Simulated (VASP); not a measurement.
NiO:

```
Ni O
1.0
     0.00000    2.24063    2.24063
     2.24063    0.00000    2.24063
     2.24063    2.24063    0.00000
Ni O
1 1
Direct
  0.00000 0.00000 0.00000
  0.75000 0.75000 0.75000
```

- Program: VASP 6.6.1
- Task: relaxation of cell and atoms
- Functional: HSE06
- Potentials or basis: VASP PAW PBE potentials, release 64 (Ni, O)
- Cutoff: 600 eV
- k mesh: 5 × 5 × 5
- Occupations: fermi-dirac, width 0.05 eV
- Spin: collinear spin, ferromagnetic start
- Starting moments: [1.0, 0.0] μB

At the start: pressure -3.5 GPa; volume 11.25 Å³/atom.

Q: How do energy, volume and symmetry change on relaxing?

A: Over 3 steps the energy falls by 3.0 meV/atom and the volume is 10.99 Å³/atom (-2.3 %); space group F-43m (No. 216, to 0.1 Å) before and after; moment 2.00 μB per cell.

Step by step:
```tsv
step	energy change (eV)	largest force (eV/Å)	pressure (GPa)	volume (Å³)
1	0.0000	0.0000	-3.46	22.50
2	-0.0041	0.0000	2.27	21.72
3	-0.0059	0.0000	0.00	21.98
```

Final structure:
```cif
data_structure
_symmetry_space_group_name_H-M 'P 1'
_symmetry_Int_Tables_number 1
_cell_length_a 3.1443
_cell_length_b 3.1443
_cell_length_c 3.1443
_cell_angle_alpha 60.000
_cell_angle_beta 60.000
_cell_angle_gamma 60.000
_cell_volume 21.98
loop_
_atom_site_label
_atom_site_type_symbol
_atom_site_fract_x
_atom_site_fract_y
_atom_site_fract_z
_atom_site_occupancy
Ni1 Ni 0.00000 0.00000 0.00000 1
O1 O 0.75000 0.75000 0.75000 1
```

Caveat: the k points lie up to 0.49 Å⁻¹ apart in the final cell, too coarse for converged energies and pressures of a metal; the PAW data sets were made with another functional, which shifts forces and pressure a little; a cell with one magnetic atom can't hold antiferromagnetic order, which such compounds often take.
